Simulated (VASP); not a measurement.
Runs of VASP 6.6.1 on VOs. The structure is hexagonal, space group P-6m2 (No. 187). Conventional cell: a = 2.763 Å, b = 2.763 Å, c = 4.258 Å, α = 90.00°, β = 90.00°, γ = 120.00°. V (site symmetry -6m2) has 6 Os at 2.66 Å and 6 V at 2.76 Å within 3.5 Å. Os (site symmetry -6m2) has 6 V at 2.66 Å and 6 Os at 2.76 Å within 3.5 Å. 

| spin | fixed moment (μB) | pressure (GPa) | moment (μB) |
| --- | --- | --- | --- |
| collinear, ferromagnetic start | 1.4 | -12.9 | 1.40 |
| collinear, ferromagnetic start | 0.4 | -15.1 | 0.40 |
| collinear, ferromagnetic start | 0.7 | (b) | 0.70 |
| collinear, ferromagnetic start | 1.1 | -14.0 | 1.10 |
| collinear, zero start | 0.0 | (a) | 0.00 |
| collinear, ferromagnetic start | 1.8 | -11.3 | 1.80 |

Alike in all rows: task single point; level LDA; potentials or basis VASP PAW LDA potentials, release 64 (V_sv, Os); cell as given; k mesh 11 × 11 × 7; cutoff (eV) 520; smearing fermi-dirac 0.1 eV.

Question: Fill in the values left out.

Answer: (a) -15.3; (b) -14.7.

Caveats: the total moment is fixed, so each spin has its own Fermi level.
